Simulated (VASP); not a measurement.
Set up this calculation in VASP 6.6.1, as the native input.

| Quantity | Value |
| --- | --- |
| Task | relaxation of cell and atoms |
| Functional | PBE |
| Potentials or basis | VASP PAW PBE potentials, release 64 (Na_pv, Hf_pv, O) |
| Cutoff | 600 eV |
| k mesh | 4 × 4 × 4 |
| Occupations | gaussian, width 0.1 eV |
| Spin | no spin polarisation |
| Dipole correction | no |
| Further INCAR settings | ALGO = Normal; EDIFF = 1e-07; IBRION = 2; EDIFFG = -0.04; NSW = 90; ISIF = 3 |

The structure of NaHfO lies in POSCAR:

```
NaHfO
1.0
    4.3710713500      0.0000000000      0.0000000000
    0.0000000000      4.3710713500      0.0000000000
    0.0000000000      0.0000000000      5.6034991400
Na Hf O
2 2 2
Direct
    0.5000000000      0.5000000000      0.7385937400
    0.5000000000      0.5000000000      0.2614062600
    0.5000000000      0.0000000000      0.5000000000
    0.0000000000      0.5000000000      0.5000000000
    0.5000000000      0.0000000000      0.0000000000
    0.0000000000      0.5000000000      0.0000000000
```

The cell was generated, and may not be a known phase.

These files were run (other wordings do the same):

INCAR

```
SYSTEM = NaHfO
PREC = Accurate
ENCUT = 600
EDIFF = 1E-7
ISMEAR = 0
SIGMA = 0.1
LREAL = .False.
LASPH = .True.
NELM = 80
ALGO = Normal
ISIF = 3
LWAVE = .False.
LCHARG = .False.
GGA = PE
IBRION = 2
NSW = 90
EDIFFG = -0.04
```

KPOINTS

```
regular mesh
0
Gamma
  4 4 4
  0 0 0
```

Potentials or basis: VASP PAW PBE potentials, release 64 (Na_pv, Hf_pv, O).

The run is started by

```console
$ cat potpaw_PBE.64/Na_pv/POTCAR potpaw_PBE.64/Hf_pv/POTCAR potpaw_PBE.64/O/POTCAR > POTCAR
$ mpirun -np 1 vasp_std > vasp.out
```

It gave:

| Quantity | Value |
| --- | --- |
| Relaxed volume | 20.49 Å³/atom |
| Relaxed cell | a = 5.420 Å, b = 5.420 Å, c = 4.185 Å, α = 90.00°, β = 90.00°, γ = 90.00° |
| Space group after relaxing (to 0.1 Å) | P4/mmm (No. 123) |
| Energy gained by relaxing | 1492.2 meV/atom |
| Ionic steps | 17 |
| Pressure after relaxing | 0.1 GPa |
| Largest force after relaxing | 0.032 eV/Å |
| Band gap on the k mesh | zero (bands 23 and 24 overlap by 0.30 eV) |

Caveat: atoms lie so close that the PAW spheres overlap strongly, which falsifies energies and pressures; a cell axis changed by over 15 % at a fixed basis, so the end point is rough; spin-orbit coupling is left out, which moves the levels of the heavy elements.

Run time: 9.3 min on 1 thread of Intel(R) Xeon(R) Platinum 8559C (Emerald Rapids), on a shared host, peak memory 0.29 GiB.
